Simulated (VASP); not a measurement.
C:

```
C
1.0
     0.00000    1.78340    1.78340
     1.78340    0.00000    1.78340
     1.78340    1.78340    0.00000
C
2
Direct
  0.50000 0.50000 0.50000
  0.75000 0.75000 0.75000
```

Base run:

```yaml
Program: VASP 6.6.1
Functional: LDA
Potentials_or_basis: VASP PAW LDA potentials, release 64 (C_h)
Cutoff: 910 eV
k_mesh: 8 × 8 × 8
Occupations: gaussian, width 0.1 eV
Spin: no spin polarisation
```

Its results: band gap on the k mesh 4.10 eV, indirect (least direct gap 5.54 eV); pressure -12.5 GPa.

The run is repeated on the same cell with these changes: potentials or basis from VASP PAW LDA potentials, release 64 (C_h) to VASP PAW LDA potentials, release 64 (C); cutoff from 910 eV to 520 eV. What comes out?

Band gap on the k mesh 4.10 eV, indirect (least direct gap 5.54 eV); pressure -11.7 GPa.

Caveats: the cutoff is under 1.25 times the usual one of these potentials, so pressure, stress and relaxed cells hold a basis-set (Pulay) error (some runs).

A k mesh can miss the band edges.
